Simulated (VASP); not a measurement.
The system is ZnSe (Stilleite).

```
Se Zn
1.0
     0.00000    2.77595    2.77595
     2.77595    0.00000    2.77595
     2.77595    2.77595    0.00000
Se Zn
1 1
Direct
  0.75000 0.75000 0.75000
  0.00000 0.00000 0.00000
```

Base run:

| Property | Result |
| --- | --- |
| Program | VASP 6.6.1 |
| Functional | r2SCAN |
| Potentials or basis | VASP PAW PBE potentials, release 64 (Se, Zn) |
| Cutoff | 520 eV |
| k mesh | 8 × 8 × 8 |
| Occupations | fermi-dirac, width 0.05 eV |
| Spin | no spin polarisation |

Its results: band gap on the k mesh 2.14 eV, direct; pressure 4.7 GPa.

Q: The run is repeated on the same cell with these changes: dispersion from none to D4. What comes out?

A: Band gap on the k mesh 2.14 eV, direct; pressure 3.8 GPa.

Dispersion adds attraction, which lowers the pressure at fixed volume and, as a term added to the energy, leaves the levels alone.

Caveats: the PAW data sets were made with another functional, which shifts forces and pressure a little.

